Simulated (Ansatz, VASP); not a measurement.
# One calculation of Mo, two programs

The input INCAR:

```
PREC     = Accurate       # precision mode
ENCUT    = 520            # plane-wave cutoff, eV
EDIFF    = 1E-6           # SCF threshold, eV
ISMEAR   = 0              # smearing method
SIGMA    = 0.15           # smearing width, eV
LREAL    = False          # projectors in reciprocal space
LASPH    = True           # aspherical terms in the spheres
NELM     = 100            # most SCF steps
ALGO     = Fast           # electronic algorithm
ISIF     = 2              # what is computed and relaxed
LWAVE    = False          # write WAVECAR
LCHARG   = False          # write CHGCAR
GGA      = PS             # functional
NBANDS   = 13             # bands
```

KPOINTS

```
Automatic mesh
0
Gamma
  26 26 26
```

File POSCAR:

```
Mo
1.0
   -1.5646534271      1.6194162970      1.5646534271
    1.5646534271     -1.6194162970      1.5646534271
    1.5646534271      1.6194162970     -1.5646534271
Mo
1
Direct
    0.0000000000      0.0000000000      0.0000000000
```

Input for Ansatz:

```yaml
crystal:
  lattice:
    - [-1.5646534271, 1.619416297, 1.5646534271]
    - [1.5646534271, -1.619416297, 1.5646534271]
    - [1.5646534271, 1.619416297, -1.5646534271]
  atoms:
    - { symbol: Mo, position: [0.0, 0.0, 0.0] }
basis:
  ecutwfc: 420
kpoints:
  mp_grid: { grid: [26, 26, 26] }
hamiltonian:
  xc: pbesol
scf:
  occupations: { method: gaussian, width: 0.15 }
output:
  forces: true
  stress: true
  eigenvalues: true
```

Change from the starting cell: strain +0.0350 x Voigt [0, 1, 0, 0, 0, 0], atoms carried along.

Alike in both runs: task single point; functional PBEsol; k mesh 26 × 26 × 26; occupations gaussian, width 0.15 eV; no spin polarisation.

|  | VASP | Ansatz |
| --- | --- | --- |
| version | VASP 6.6.1 | Ansatz 0.2.0 |
| potentials or method | VASP PAW PBE potentials, release 64 (Mo_sv), cutoff 520 eV | scalar-relativistic, plane waves, PAW |
| valence electrons in the cell | 14 | 14 |

Ansatz gave:

```
gap on the k mesh at the Fermi level (eV)                     : none
pressure (GPa)                                                : -8.7
traceless stress, the component that is largest in VASP (GPa) : -6.72
```

Which values does VASP return?

gap on the k mesh at the Fermi level (eV): none; pressure (GPa): -8.2; traceless stress, the component that is largest in VASP (GPa): -6.72.

VASP's potentials were made for PBE, not for PBEsol. A gap of «none» marks a metal or a gap that the smearing closes.
